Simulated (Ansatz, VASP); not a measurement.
One calculation of CdS, two programs

File POSCAR:

```
CdS
1.0
    4.1646012827      0.0000000000      0.0000000000
   -2.0823006414      3.6066505075      0.0000000000
    0.0000000000      0.0000000000      6.6983503851
Cd S
2 2
Direct
    0.3333333333      0.6666666667     -0.0021755764
    0.6666666667      0.3333333333      0.4978244236
    0.3333333333      0.6666666667      0.3771755764
    0.6666666667      0.3333333333      0.8771755764
```

Contents of INCAR.step1:

```
SYSTEM = CdS
PREC = Accurate
ENCUT = 520
ISMEAR = 0
SIGMA = 0.01
LREAL = .False.
LASPH = .True.
NELM = 80
NBANDS = 26
GGA = PE
ALGO = Normal
EDIFF = 1E-4
LWAVE = .True.
LCHARG = .False.
```

The input INCAR.step2:

```
SYSTEM = CdS
PREC = Accurate
ENCUT = 520
EDIFF = 1E-6
ISMEAR = 0
SIGMA = 0.01
LREAL = .False.
LASPH = .True.
NELM = 80
ALGO = Normal
ISIF = 2
LWAVE = .False.
LCHARG = .False.
METAGGA = R2SCAN
LMIXTAU = .True.
NBANDS = 26
ISTART = 1
```

File KPOINTS:

```
regular mesh
0
Gamma
  12 12 4
  0 0 0
```

Input for Ansatz:

```yaml
crystal:
  lattice:
    - [4.1646012827, 0.0, 0.0]
    - [-2.0823006414, 3.6066505075, 0.0]
    - [0.0, 0.0, 6.6983503851]
  atoms:
    - { symbol: Cd, position: [0.3333333333, 0.6666666667, -0.0021755764] }
    - { symbol: Cd, position: [0.6666666667, 0.3333333333, 0.4978244236] }
    - { symbol: S, position: [0.3333333333, 0.6666666667, 0.3771755764] }
    - { symbol: S, position: [0.6666666667, 0.3333333333, 0.8771755764] }
kpoints:
  mp_grid: { grid: [12, 12, 4] }
  band_path:
    path:
      - [0.0, 0.0, 0.0]
      - [0.5, 0.0, 0.0]
      - [0.3333333333, 0.3333333333, 0.0]
      - [0.0, 0.0, 0.5]
      - [0.5, 0.0, 0.5]
      - [0.3333333333, 0.3333333333, 0.5]
    npoints: 1
hamiltonian:
  xc: r2scan
scf:
  occupations: { method: fixed }
  n_extra_bands: 5
output:
  forces: true
  stress: true
  eigenvalues: true
```

Change from the starting cell: uniaxial_z strain -1.0%.

Alike in both runs: task single point; functional r2SCAN; k mesh 12 × 12 × 4; no spin polarisation.

|  | VASP | Ansatz |
| --- | --- | --- |
| version | VASP 6.6.1 | Ansatz 0.2.0 |
| potentials or method | VASP PAW PBE potentials, release 64 (Cd, S) | plane waves, PAW |
| plane-wave cutoff (eV) | 520 | 500 |
| occupations | gaussian, width 0.01 eV | fixed |
| valence electrons in the cell | 36 | 52 |

```tsv
	VASP	Ansatz	Ansatz less VASP
gap on the k mesh at the Fermi level (eV)	1.67	1.67	+0.005
pressure (GPa)	0.9	0.6	-0.33
traceless stress, the component that is largest in VASP (GPa)	0.33	0.32	-0.009
```

VASP's potentials were made for PBE, not for r2SCAN. VASP's potentials hold 36 valence electrons a cell and Ansatz's 52, so a difference there can come from the potentials and not from the codes.
